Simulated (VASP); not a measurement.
# Te2Mo (P6_3/mmc) in VASP: further runs, part 3 of 4

VASP 6.6.1. The steps go on from the part before.

## Step 4: Relaxation of cell and atoms, PBE+D3(BJ)

This run uses another cell than the first one, of 24.96 Å³/atom, 1.173 times its volume.

Contents of INCAR:

```
SYSTEM = Te2Mo
  PREC = Accurate
  ENCUT = 600
  EDIFF = 1E-7
  ISMEAR = 0
  SIGMA = 0.05
  LREAL = .FALSE.
  LASPH = .TRUE.
  NELM = 100
  ALGO = Normal
  ISIF = 3
  LWAVE = .FALSE.
  LCHARG = .FALSE.
  GGA = PE
  IVDW = 12
  IBRION = 2
  NSW = 80
  EDIFFG = -0.01
```

Contents of KPOINTS:

```
Automatic mesh
0
G
  10 10 2
  0 0 0
```

Contents of POSCAR:

```
Te2Mo
1.0
    3.5182000000      0.0000000000      0.0000000000
   -1.7591000000      3.0468505756      0.0000000000
    0.0000000000      0.0000000000     13.9736000000
Te Mo
4 2
Direct
    0.3333333333      0.6666666667      0.6210000000
    0.6666666667      0.3333333333      0.1210000000
    0.3333333333      0.6666666667      0.8790000000
    0.6666666667      0.3333333333      0.3790000000
    0.3333333333      0.6666666667      0.2500000000
    0.6666666667      0.3333333333      0.7500000000
```

Potentials or basis: VASP PAW PBE potentials, release 64 (Te, Mo_sv).

On the command line:

```bash
$ cat potpaw_PBE.64/Te/POTCAR potpaw_PBE.64/Mo_sv/POTCAR > POTCAR
$ mpirun -np 1 vasp_std > vasp.out
```

OUTCAR:

```text
SYSTEM = Te2Mo
   PREC = Accurate
   ENCUT = 600
   EDIFF = 1E-7
   ISMEAR = 0
   LREAL = .FALSE.
   LASPH = .TRUE.
   NELM = 100
   ISIF = 3
   GGA = PE
   IVDW = 12
   IBRION = 2
   NSW = 80
   EDIFFG = -0.01
 IVDW          = 12

 ion  position               nearest neighbor table
   1  0.333  0.667  0.621-   6 2.72   6 2.72   6 2.72   3 3.61
   2  0.667  0.333  0.121-   5 2.72   5 2.72   5 2.72   4 3.61
   3  0.333  0.667  0.879-   6 2.72   6 2.72   6 2.72   1 3.61
   4  0.667  0.333  0.379-   5 2.72   5 2.72   5 2.72   2 3.61
   5  0.333  0.667  0.250-   2 2.72   4 2.72   2 2.72   4 2.72   2 2.72   4 2.72
   6  0.667  0.333  0.750-   1 2.72   3 2.72   1 2.72   3 2.72   1 2.72   3 2.72

  LATTYP: Found a hexagonal cell.
 ALAT       =     3.5182000000
 C/A-ratio  =     3.9718037633

  Lattice vectors:

 A1 = (   3.5182000000,   0.0000000000,   0.0000000000)
 A2 = (  -1.7591000000,   3.0468505756,   0.0000000000)
 A3 = (   0.0000000000,   0.0000000000,  13.9736000000)

Analysis of symmetry for initial positions (statically):
=====================================================================
 Subroutine PRICEL returns:
 Original cell was already a primitive cell.

 Routine SETGRP: Setting up the symmetry group for a
 hexagonal supercell.

 Subroutine GETGRP returns: Found 24 space group operations
 (whereof 12 operations were pure point group operations)
 out of a pool of 24 trial point group operations.

The static configuration has the point symmetry D_3d.
 The point group associated with its full space group is D_6h.

Analysis of symmetry for dynamics (positions and initial velocities):
=====================================================================
 Subroutine PRICEL returns:
 Original cell was already a primitive cell.

 Routine SETGRP: Setting up the symmetry group for a
 hexagonal supercell.

 Subroutine GETGRP returns: Found 24 space group operations
 (whereof 12 operations were pure point group operations)
 out of a pool of 24 trial point group operations.

The dynamic configuration has the point symmetry D_3d.
 The point group associated with its full space group is D_6h.

 Subroutine INISYM returns: Found 24 space group operations
 (whereof 12 operations are pure point group operations),
 and found     1 'primitive' translations

----------------------------------------------------------------------------------------

                                     Primitive cell

  volume of cell :     149.7890

  direct lattice vectors                    reciprocal lattice vectors
     3.518200000  0.000000000  0.000000000     0.284236257  0.164103880  0.000000000
    -1.759100000  3.046850576  0.000000000     0.000000000  0.328207759  0.000000000
     0.000000000  0.000000000 13.973600000     0.000000000  0.000000000  0.071563520

  length of vectors
     3.518200000  3.518200000 13.973600000     0.328207759  0.328207759  0.071563520

  position of ions in fractional coordinates (direct lattice)
     0.333333333  0.666666667  0.621000000
     0.666666667  0.333333333  0.121000000
     0.333333333  0.666666667  0.879000000
     0.666666667  0.333333333  0.379000000
     0.333333333  0.666666667  0.250000000
     0.666666667  0.333333333  0.750000000

  ion indices of the primitive-cell ions
   primitive index   ion index
                 1           1
                 2           2
                 3           3
                 4           4
                 5           5
                 6           6

----------------------------------------------------------------------------------------

 KPOINTS: Automatic mesh

Automatic generation of k-mesh.
 Grid dimensions read from file:
 generate k-points for:   10   10    2

 Generating k-lattice:

  Cartesian coordinates                     Fractional coordinates (reciprocal lattice)
     0.028423626  0.016410388  0.000000000     0.100000000 -0.000000000  0.000000000
     0.000000000  0.032820776  0.000000000     0.000000000  0.100000000  0.000000000
     0.000000000  0.000000000  0.035781760     0.000000000  0.000000000  0.500000000

  Length of vectors
     0.032820776  0.032820776  0.035781760

  Shift w.r.t. Gamma in fractional coordinates (k-lattice)
     0.000000000  0.000000000  0.000000000

 Subroutine IBZKPT returns following result:
 ===========================================

 Found     28 irreducible k-points:

 Following reciprocal coordinates:
            Coordinates               Weight
  0.000000  0.000000  0.000000      1.000000
  0.100000 -0.000000  0.000000      6.000000
  0.200000 -0.000000  0.000000      6.000000
  0.300000 -0.000000  0.000000      6.000000
  0.400000 -0.000000  0.000000      6.000000
  0.500000  0.000000  0.000000      3.000000
[... 16 lines left out ...]
  0.300000  0.100000  0.500000     12.000000
  0.400000  0.100000  0.500000     12.000000
 [... further k-points ...]
   k-points           NKPTS =     28   k-points in BZ     NKDIM =     28   number of bands    NBANDS=     31
   number of dos      NEDOS =    301   number of ions     NIONS =      6
   total plane-waves  NPLWV =  87808
   dimension x,y,z NGX =    28 NGY =   28 NGZ =  112
   dimension x,y,z NGXF=    56 NGYF=   56 NGZF=  224
   ions per type =               4   2
   NGX,Y,Z   is equivalent  to a cutoff of  13.23, 13.23, 13.32 a.u.
   NGXF,Y,Z  is equivalent  to a cutoff of  26.46, 26.46, 26.65 a.u.
 SYSTEM =  Te2Mo
   PREC   = accura    normal or accurate (medium, high low for compatibility)
   ISTART =      0    job   : 0-new  1-cont  2-samecut
   ICHARG =      2    charge: 1-file 2-atom 10-const
   ISPIN  =      1    spin polarized calculation?
   LNONCOLLINEAR =      F non collinear calculations
   LSORBIT =      F    spin-orbit coupling
   LASPH  =      T    aspherical Exc in radial PAW
   ENCUT  =  600.0 eV  44.10 Ry    6.64 a.u.   7.03  7.03 27.91*2*pi/ulx,y,z
   NELM   =    100;   NELMIN=  2; NELMDL= -5     # of ELM steps
   EDIFF  = 0.1E-06   stopping-criterion for ELM
   LREAL  =      F    real-space projection
   EDIFFG = -.1E-01   stopping-criterion for IOM
   NSW    =     80    number of steps for IOM
   IBRION =      2    ionic relax: 0-MD 1-quasi-New 2-CG
   NFREE  =      1    steps in history (QN), initial steepest desc. (CG)
   ISIF   =      3    stress and relaxation
   ISYM   =      2    0-nonsym 1-usesym 2-fastsym
   POTIM  = 0.5000    time-step for ionic-motion
   TEBEG  =    0.0;   TEEND  =   0.0 temperature during run
   PSTRESS=    0.0 pullay stress
   NELECT =      52.0000    total number of electrons
   NUPDOWN=      -1.0000    fix difference up-down
   EMIN   =  10.00;   EMAX   =-10.00  energy-range for DOS
   EFERMI =   0.00;   METHOD = LEGACY
   ISMEAR =     0;   SIGMA  =   0.05  broadening in eV -4-tet -1-fermi 0-gaus
   EFERMI_NEDOS =   21; number of points for ismear=-14 and -15
   IALGO  =     38    algorithm
   IMIX   =      4    mixing-type and parameters
     AMIX     =   0.40;   BMIX     =  1.00
     AMIX_MAG =   1.60;   BMIX_MAG =  1.00
  volume/ion in A,a.u.               =      24.96       168.47
  Fermi-wavevector in a.u.,A,eV,Ry     =   1.150578  2.174277 18.011787  1.323829
  Thomas-Fermi vector in A             =   2.287241
   LORBIT       =      0    0 simple, 1 ext, 2 COOP (PROOUT), +10 PAW based schemes
   GGA     = PE    functional components
   LHFCALC =     F    Hartree Fock is set to
   AEXX    =    0.0000 exact exchange contribution
   IVDW    =    12    specifies the selected vdW correction
   LEPSILON=     F    determine dielectric tensor
   LRPA    =     F    only Hartree local field effects (RPA)
 conjugate gradient relaxation of ions
 non-spin polarized calculation
 Gauss-broadening in eV      SIGMA  =   0.05
  energy-cutoff  :      600.00
  volume of cell :      149.79
 maximum number of plane-waves:      5024
   NGX = 15   NGY = 15   NGZ = 55

--------------------------------------- Ionic step        1  -------------------------------------------

 number of electron      52.0000001 magnetization

 Free energy of the ion-electron system (eV)
  ---------------------------------------------------
  ext. energy  EPLUGINS =         0.00000000
  ---------------------------------------------------
  free energy    TOTEN  =       -35.98700746 eV

  energy without entropy =      -35.98700746  energy(sigma->0) =      -35.98700746

------------------------ aborting loop because EDIFF is reached ----------------------------------------

 Edisp (eV)   -3.21953

 E8    (eV) :    -1.4845
[... 299 lines left out ...]
--------------------------------------- Ionic step        8  -------------------------------------------

 number of electron      51.9999998 magnetization

 Free energy of the ion-electron system (eV)
  ---------------------------------------------------
  ext. energy  EPLUGINS =         0.00000000
  ---------------------------------------------------
  free energy    TOTEN  =       -35.90066817 eV

  energy without entropy =      -35.90066817  energy(sigma->0) =      -35.90066817

 E-fermi :   8.8727     XC(G=0): -10.6542

 val. band max:        8.6607998070   @ k =   0.0000   0.0000   0.0000
 cond. band min:       9.2462767415   @ k =   0.2000   0.2000   0.0000
 fundamental gap:      0.5854769344
 Fermi energy:         8.8726883276

 k-point     1 :       0.0000    0.0000    0.0000
  band No.  band energies     occupation
      1     -52.1908      2.00000
      2     -52.1908      2.00000
      3     -26.3695      2.00000
      4     -26.3695      2.00000
      5     -26.2263      2.00000
      6     -26.2263      2.00000
[... 805 lines left out ...]
     30      10.2818      0.00000
     31      11.3617      0.00000

 [... further k-points ...]

------------------------ aborting loop because EDIFF is reached ----------------------------------------

 Edisp (eV)   -3.33122

 E8    (eV) :    -1.5349
[... 29 lines left out ...]
  FREE ENERGIE OF THE ION-ELECTRON SYSTEM (eV)
  ---------------------------------------------------
  free  energy   TOTEN  =       -39.2318869068 eV

  energy  without entropy=      -39.2318869068  energy(sigma->0) =      -39.23188691

 reached required accuracy - stopping structural energy minimisation
```

Wall time 23 min (1 thread of Intel Xeon Platinum 8259CL at 2.50GHz (Skylake/Cascade Lake), shared host); peak memory 0.39 GiB.

What came out:

- Free energy: -39.2319 eV
- Relaxed volume: 24.12 Å³/atom
- Relaxed cell: a = 3.494 Å, b = 3.494 Å, c = 13.689 Å, α = 90.00°, β = 90.00°, γ = 120.00°
- Space group after relaxing (to 0.05 Å): P6_3/mmc (No. 194)
- Energy gained by relaxing: 4.2 meV/atom
- Ionic steps: 8
- Pressure after relaxing: 0.0 GPa
- Band gap on the k mesh: 0.59 eV, indirect (least direct gap 1.15 eV)
- Dispersion energy per atom: -0.555 eV

Forces in eV/Å, atoms in the order of the input:
```
Te   0.000  0.000  0.002
Te   0.000  0.000  0.002
Te   0.000  0.000 -0.002
Te   0.000  0.000 -0.002
Mo   0.000  0.000  0.000
Mo   0.000  0.000  0.000
```

Step by step:
```tsv
step	energy change (eV)	largest force (eV/Å)	pressure (GPa)	volume (Å³)
1	0.0000	0.1794	-0.54	149.79
2	-0.0099	0.1683	0.08	147.98
3	-0.0109	0.1638	0.36	147.20
4	-0.0140	0.0503	-0.58	147.34
5	-0.0144	0.0050	-0.34	147.30
6	-0.0196	0.0039	-0.25	146.58
7	-0.0252	0.0004	-0.01	145.01
8	-0.0253	0.0022	0.04	144.73
```

Final structure:
```xyz
6
Lattice="3.4940 0.0000 0.0000 -1.7470 3.0259 0.0000 0.0000 0.0000 13.6892" Properties=species:S:1:pos:R:3 pbc="T T T"
Te    0.0000    2.0173    8.4480
Te    1.7470    1.0086    1.6034
Te    0.0000    2.0173   12.0858
Te    1.7470    1.0086    5.2412
Mo    0.0000    2.0173    3.4223
Mo    1.7470    1.0086   10.2669
```

Caveat: spin-orbit coupling is left out, which moves the levels of the heavy elements. A k mesh can miss the band edges.

[end of part 3 of 4]
